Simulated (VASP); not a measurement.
# KAg (Pm-3m) in VASP: a series of runs

KAg is run at these levels: PBE; tasks: single point, relaxation of cell and atoms.

All numbers are computed with VASP 6.6.1; they aren't measurements. Logs are shortened: lines on timing, memory, paths and dates and some standing lists are left out, and cuts for length are marked.

**1. The cell of the first run**

It takes space group Pm-3m (No. 221, cubic). The conventional cell has a = 4.124 Å, b = 4.124 Å, c = 4.124 Å, α = 90.00°, β = 90.00°, γ = 90.00°. Within 4.7 Å of K (site symmetry m-3m) lie 8 Ag at 3.57 Å and 6 K at 4.12 Å. Ag (site symmetry m-3m) has 8 K at 3.57 Å and 6 Ag at 4.12 Å within 4.7 Å.

**2. Single point, PBE**

Contents of INCAR:

```
SYSTEM = KAg
PREC = Accurate ; ENCUT = 520
EDIFF = 1E-7 ; ISMEAR = 0
SIGMA = 0.1 ; LREAL = .False.
LASPH = .True. ; NELM = 60
ALGO = Fast ; ISIF = 2
LWAVE = .False. ; LCHARG = .True.
GGA = PE ; LELF = .True.
LVHAR = .True. ; NBANDS = 17
```

Contents of KPOINTS:

```
regular mesh
0
Gamma
  14 14 14
  0 0 0
```

Contents of POSCAR:

```
KAg
1.0
    4.1243495275      0.0000000000      0.0000000000
    0.0000000000      4.1243495275      0.0000000000
    0.0000000000      0.0000000000      4.1243495275
K Ag
1 1
Direct
    0.0000000000      0.0000000000      0.0000000000
    0.5000000000      0.5000000000      0.5000000000
```

Potentials or basis: VASP PAW PBE potentials, release 64 (K_sv, Ag).

Started as:

```
$ cat potpaw_PBE.64/K_sv/POTCAR potpaw_PBE.64/Ag/POTCAR > POTCAR
$ mpirun -np 1 vasp_std > vasp.out
```

OUTCAR:

```text
SYSTEM = KAg
   PREC = Accurate
   ENCUT = 520
   EDIFF = 1E-7
   ISMEAR = 0
   LREAL = .False.
   LASPH = .True.
   NELM = 60
   ISIF = 2
   GGA = PE

 ion  position               nearest neighbor table
   1  0.000  0.000  0.000-   2 3.57   2 3.57   2 3.57   2 3.57   2 3.57   2 3.57   2 3.57   2 3.57

   2  0.500  0.500  0.500-   1 3.57   1 3.57   1 3.57   1 3.57   1 3.57   1 3.57   1 3.57   1 3.57

  LATTYP: Found a simple cubic cell.
 ALAT       =     4.1243495275

  Lattice vectors:

 A1 = (   4.1243495275,   0.0000000000,   0.0000000000)
 A2 = (   0.0000000000,   4.1243495275,   0.0000000000)
 A3 = (   0.0000000000,   0.0000000000,   4.1243495275)

Analysis of symmetry for initial positions (statically):
=====================================================================
 Subroutine PRICEL returns:
 Original cell was already a primitive cell.

 Routine SETGRP: Setting up the symmetry group for a
 simple cubic supercell.

 Subroutine GETGRP returns: Found 48 space group operations
 (whereof 48 operations were pure point group operations)
 out of a pool of 48 trial point group operations.

The static configuration has the point symmetry O_h .

Analysis of symmetry for dynamics (positions and initial velocities):
=====================================================================
 Subroutine PRICEL returns:
 Original cell was already a primitive cell.

 Routine SETGRP: Setting up the symmetry group for a
 simple cubic supercell.

 Subroutine GETGRP returns: Found 48 space group operations
 (whereof 48 operations were pure point group operations)
 out of a pool of 48 trial point group operations.

The dynamic configuration has the point symmetry O_h .

 Subroutine INISYM returns: Found 48 space group operations
 (whereof 48 operations are pure point group operations),
 and found     1 'primitive' translations

----------------------------------------------------------------------------------------

                                     Primitive cell

  volume of cell :      70.1563

  direct lattice vectors                    reciprocal lattice vectors
     4.124349527  0.000000000  0.000000000     0.242462476  0.000000000  0.000000000
     0.000000000  4.124349527  0.000000000     0.000000000  0.242462476  0.000000000
     0.000000000  0.000000000  4.124349527     0.000000000  0.000000000  0.242462476

  length of vectors
     4.124349527  4.124349527  4.124349527     0.242462476  0.242462476  0.242462476

  position of ions in fractional coordinates (direct lattice)
     0.000000000  0.000000000  0.000000000
     0.500000000  0.500000000  0.500000000

  ion indices of the primitive-cell ions
   primitive index   ion index
                 1           1
                 2           2

----------------------------------------------------------------------------------------

 KPOINTS: regular mesh

Automatic generation of k-mesh.
 Grid dimensions read from file:
 generate k-points for:   14   14   14

 Generating k-lattice:

  Cartesian coordinates                     Fractional coordinates (reciprocal lattice)
     0.017318748  0.000000000  0.000000000     0.071428571  0.000000000  0.000000000
     0.000000000  0.017318748  0.000000000     0.000000000  0.071428571  0.000000000
     0.000000000  0.000000000  0.017318748     0.000000000  0.000000000  0.071428571

  Length of vectors
     0.017318748  0.017318748  0.017318748

  Shift w.r.t. Gamma in fractional coordinates (k-lattice)
     0.000000000  0.000000000  0.000000000

 Subroutine IBZKPT returns following result:
 ===========================================

 Found    120 irreducible k-points:

 Following reciprocal coordinates:
            Coordinates               Weight
  0.000000  0.000000  0.000000      1.000000
  0.071429  0.000000  0.000000      6.000000
  0.142857  0.000000  0.000000      6.000000
  0.214286  0.000000  0.000000      6.000000
  0.285714  0.000000  0.000000      6.000000
  0.357143  0.000000  0.000000      6.000000
[... 16 lines left out ...]
  0.285714  0.214286  0.000000     24.000000
  0.357143  0.214286  0.000000     24.000000
 [... further k-points ...]
   k-points           NKPTS =    120   k-points in BZ     NKDIM =    120   number of bands    NBANDS=     17
   number of dos      NEDOS =    301   number of ions     NIONS =      2
   total plane-waves  NPLWV =  32768
   dimension x,y,z NGX =    32 NGY =   32 NGZ =   32
   dimension x,y,z NGXF=    64 NGYF=   64 NGZF=   64
   ions per type =               1   1
   NGX,Y,Z   is equivalent  to a cutoff of  12.90, 12.90, 12.90 a.u.
   NGXF,Y,Z  is equivalent  to a cutoff of  25.80, 25.80, 25.80 a.u.
 SYSTEM =  KAg
   PREC   = accura    normal or accurate (medium, high low for compatibility)
   ISTART =      0    job   : 0-new  1-cont  2-samecut
   ICHARG =      2    charge: 1-file 2-atom 10-const
   ISPIN  =      1    spin polarized calculation?
   LNONCOLLINEAR =      F non collinear calculations
   LSORBIT =      F    spin-orbit coupling
   LASPH  =      T    aspherical Exc in radial PAW
   ENCUT  =  520.0 eV  38.22 Ry    6.18 a.u.   7.67  7.67  7.67*2*pi/ulx,y,z
   NELM   =     60;   NELMIN=  2; NELMDL= -5     # of ELM steps
   EDIFF  = 0.1E-06   stopping-criterion for ELM
   LREAL  =      F    real-space projection
   EDIFFG = 0.1E-05   stopping-criterion for IOM
   NSW    =      0    number of steps for IOM
   IBRION =     -1    ionic relax: 0-MD 1-quasi-New 2-CG
   NFREE  =      0    steps in history (QN), initial steepest desc. (CG)
   ISIF   =      2    stress and relaxation
   ISYM   =      2    0-nonsym 1-usesym 2-fastsym
   POTIM  = 0.5000    time-step for ionic-motion
   TEBEG  =    0.0;   TEEND  =   0.0 temperature during run
   PSTRESS=    0.0 pullay stress
   NELECT =      20.0000    total number of electrons
   NUPDOWN=      -1.0000    fix difference up-down
   EMIN   =  10.00;   EMAX   =-10.00  energy-range for DOS
   EFERMI =   0.00;   METHOD = LEGACY
   ISMEAR =     0;   SIGMA  =   0.10  broadening in eV -4-tet -1-fermi 0-gaus
   EFERMI_NEDOS =   21; number of points for ismear=-14 and -15
   IALGO  =     68    algorithm
   IMIX   =      4    mixing-type and parameters
     AMIX     =   0.40;   BMIX     =  1.00
     AMIX_MAG =   1.60;   BMIX_MAG =  1.00
  volume/ion in A,a.u.               =      35.08       236.72
  Fermi-wavevector in a.u.,A,eV,Ry     =   1.077447  2.036080 15.794904  1.160893
  Thomas-Fermi vector in A             =   2.213359
   LORBIT       =      0    0 simple, 1 ext, 2 COOP (PROOUT), +10 PAW based schemes
   GGA     = PE    functional components
   LHFCALC =     F    Hartree Fock is set to
   AEXX    =    0.0000 exact exchange contribution
   IVDW    =     0    specifies the selected vdW correction
   LEPSILON=     F    determine dielectric tensor
   LRPA    =     F    only Hartree local field effects (RPA)
 non-spin polarized calculation
 RMM-DIIS sequential band-by-band and
 Gauss-broadening in eV      SIGMA  =   0.10
  energy-cutoff  :      520.00
  volume of cell :       70.16
 maximum number of plane-waves:      1924
 NGX is ok and might be reduce to    32
   NGX = 15   NGY = 15   NGZ = 15

 number of electron      20.0000003 magnetization

 Free energy of the ion-electron system (eV)
  ---------------------------------------------------
  ext. energy  EPLUGINS =         0.00000000
  ---------------------------------------------------
  free energy    TOTEN  =        -3.59405807 eV

  energy without entropy =       -3.59221955  energy(sigma->0) =       -3.59313881

 E-fermi :   1.7976     XC(G=0):  -7.9796

 val. band max:        1.7885961116   @ k =   0.4286   0.0000   0.0000
 cond. band min:       1.8001972263   @ k =   0.4286   0.4286   0.3571
 fundamental gap:      0.0116011147
 Fermi energy:         1.7975853443

 k-point     1 :       0.0000    0.0000    0.0000
  band No.  band energies     occupation
      1     -29.2216      2.00000
      2     -12.6674      2.00000
      3     -12.6674      2.00000
      4     -12.6674      2.00000
      5      -2.2115      2.00000
      6      -2.2115      2.00000
[... 9 lines left out ...]
     16       9.3614      0.00000
     17       9.4133      0.00000

 k-point     2 :       0.0714    0.0000    0.0000
  band No.  band energies     occupation
      1     -29.2213      2.00000
      2     -12.6748      2.00000
      3     -12.6668      2.00000
      4     -12.6668      2.00000
      5      -2.2090      2.00000
      6      -2.2000      2.00000
[... 9 lines left out ...]
     16       9.3627      0.00000
     17       9.4565      0.00000

 k-point     3 :       0.1429    0.0000    0.0000
  band No.  band energies     occupation
      1     -29.2202      2.00000
      2     -12.6956      2.00000
      3     -12.6653      2.00000
      4     -12.6653      2.00000
      5      -2.2021      2.00000
      6      -2.1701      2.00000
[... 9 lines left out ...]
     16       9.3590      0.00000
     17       9.7025      0.00000

 k-point     4 :       0.2143    0.0000    0.0000
  band No.  band energies     occupation
      1     -29.2186      2.00000
      2     -12.7253      2.00000
      3     -12.6630      2.00000
      4     -12.6630      2.00000
      5      -2.1920      2.00000
      6      -2.1303      2.00000
[... 9 lines left out ...]
     16       9.3565      0.00000
     17      10.0753      0.00000
[... 343 lines left out ...]
      1     -29.2156      2.00000
      2     -12.7225      2.00000
      3     -12.7144      2.00000
      4     -12.6582      2.00000
      5      -2.1533      2.00000
      6      -2.0551      2.00000
[... 9 lines left out ...]
     16       8.8177      0.00000
     17       9.3259      0.00000

 k-point    23 :       0.2857    0.2143    0.0000
  band No.  band energies     occupation
      1     -29.2139      2.00000
      2     -12.7502      2.00000
      3     -12.7141      2.00000
      4     -12.6554      2.00000
      5      -2.1421      2.00000
      6      -2.0333      2.00000
[... 9 lines left out ...]
     16       8.9977      0.00000
     17       9.4166      0.00000

 k-point    24 :       0.3571    0.2143    0.0000
  band No.  band energies     occupation
      1     -29.2123      2.00000
      2     -12.7779      2.00000
      3     -12.7109      2.00000
      4     -12.6529      2.00000
      5      -2.1335      2.00000
      6      -2.0556      2.00000
[... 9 lines left out ...]
     16       9.3045      0.00000
     17       9.6477      0.00000

 [... further k-points ...]
[... 5 lines left out ...]
  --------------------------------------------------------------------------------------
  -------------------------------------------------------------------------------------
  Total        0.0081635      0.0081635      0.0081635      0.0000000      0.0000000      0.0000000
  in kB        0.1864310      0.1864310      0.1864310      0.0000000      0.0000000      0.0000000
  external PRESSURE =       0.1864310 kB  Pullay stress =       0.0000000 kB

 VOLUME and BASIS-vectors are now :
 -----------------------------------------------------------------------------
  energy-cutoff  :      520.00
  volume of cell :       70.16
      direct lattice vectors                 reciprocal lattice vectors
     4.124349527  0.000000000  0.000000000     0.242462476  0.000000000  0.000000000
     0.000000000  4.124349527  0.000000000     0.000000000  0.242462476  0.000000000
     0.000000000  0.000000000  4.124349527     0.000000000  0.000000000  0.242462476

 POSITION                                       TOTAL-FORCE (eV/Angst)
 -----------------------------------------------------------------------------------
      0.00000      0.00000      0.00000         0.000000      0.000000      0.000000
      2.06217      2.06217      2.06217         0.000000      0.000000      0.000000
 -----------------------------------------------------------------------------------
    total drift:                                0.000000      0.000000     -0.000000

  FREE ENERGIE OF THE ION-ELECTRON SYSTEM (eV)
  ---------------------------------------------------
  free  energy   TOTEN  =        -3.5940580654 eV

  energy  without entropy=       -3.5922195548  energy(sigma->0) =       -3.59313881
```

Run time: 3.6 min. Hardware: 1 thread of Oxide Virtual Turin-like, shared host; peak memory 0.25 GiB.

What came out:

- Free energy: -3.5941 eV
- Pressure: 0.0 GPa
- Band gap on the k mesh: zero (band 10 reaches 3.18 eV, above the bottom of band 11 at 1.42 eV)

Levels at points of the mesh, in eV from the Fermi level:
```
           k point  band 8  band 9  band 10  band 11  band 12  band 13
(0.00, 0.00, 0.00)   -3.71   -3.71    -3.63     4.13     4.13     5.51
(0.50, 0.00, 0.00)   -3.78   -3.69    -1.56    -0.38     4.44     4.65
(0.50, 0.50, 0.00)   -3.81   -3.57    -0.68     1.52     1.52     3.56
(0.50, 0.50, 0.50)   -3.56   -3.56     1.38     1.52     1.52     1.52
```

**3. Relaxation of cell and atoms, PBE**

This run uses another cell than the first one, of 28.85 Å³/atom, 0.822 times its volume.

Contents of INCAR:

```
PREC = Accurate ; ENCUT = 600
EDIFF = 1E-7 ; ISMEAR = 0
SIGMA = 0.1 ; LREAL = F
LASPH = T ; NELM = 80
ALGO = Fast ; ISIF = 3
LWAVE = F ; LCHARG = F
GGA = PE ; IBRION = 2
NSW = 100 ; EDIFFG = -0.01
```

Contents of KPOINTS:

```
Automatic mesh
0
Gamma
  14 14 14
```

Contents of POSCAR:

```
KAg
1.0
    3.8642122670      0.0000000000      0.0000000000
    0.0000000000      3.8642122670      0.0000000000
    0.0000000000      0.0000000000      3.8642122670
K Ag
1 1
Direct
    0.0000000000      0.0000000000      0.0000000000
    0.5000000000      0.5000000000      0.5000000000
```

Potentials or basis: VASP PAW PBE potentials, release 64 (K_sv, Ag).

Started as:

```
$ cat potpaw_PBE.64/K_sv/POTCAR potpaw_PBE.64/Ag/POTCAR > POTCAR
$ mpirun -np 1 vasp_std > vasp.out
```

Wall time 15 min (1 thread of Oxide Virtual Turin-like, shared host); peak memory 0.25 GiB.

The run converged. Its results:

```
Free energy                            : -3.5908 eV
Relaxed volume                         : 35.01 Å³/atom
Relaxed cell                           : a = 4.122 Å, b = 4.122 Å, c = 4.122 Å, α = 90.00°, β = 90.00°, γ = 90.00°
Space group after relaxing (to 0.05 Å) : Pm-3m (No. 221)
Energy gained by relaxing              : 56.5 meV/atom
Ionic steps                            : 4
Pressure after relaxing                : 0.0 GPa
Band gap on the k mesh                 : zero (band 10 reaches 3.20 eV, above the bottom of band 11 at 1.43 eV)
```

The path:
```tsv
step	energy change (eV)	largest force (eV/Å)	pressure (GPa)	volume (Å³)
1	0.0000	0.0000	3.48	57.70
2	-0.0819	0.0000	1.54	63.09
3	-0.1113	0.0000	0.31	68.45
4	-0.1129	0.0000	0.04	70.02
```

Final structure:
```
CELL_PARAMETERS angstrom
4.12161 0.00000 0.00000
0.00000 4.12161 0.00000
0.00000 0.00000 4.12161
ATOMIC_POSITIONS crystal
K 0.00000 0.00000 0.00000
Ag 0.50000 0.50000 0.50000
```

Levels at points of the mesh, in eV from the Fermi level:
```csv
k point,band 7,band 8,band 9,band 10,band 11,band 12,band 13,band 14
"(0.00, 0.00, 0.00)",-3.71,-3.71,-3.71,-3.64,4.13,4.13,5.51,5.51
"(0.50, 0.00, 0.00)",-3.79,-3.79,-3.70,-1.56,-0.38,4.44,4.65,4.65
"(0.50, 0.50, 0.00)",-3.82,-3.82,-3.57,-0.68,1.52,1.52,3.56,6.43
"(0.50, 0.50, 0.50)",-3.90,-3.56,-3.56,1.39,1.52,1.52,1.52,5.97
```

Caveat: the volume moved by over 15 % at a fixed basis, so the end points are rough.
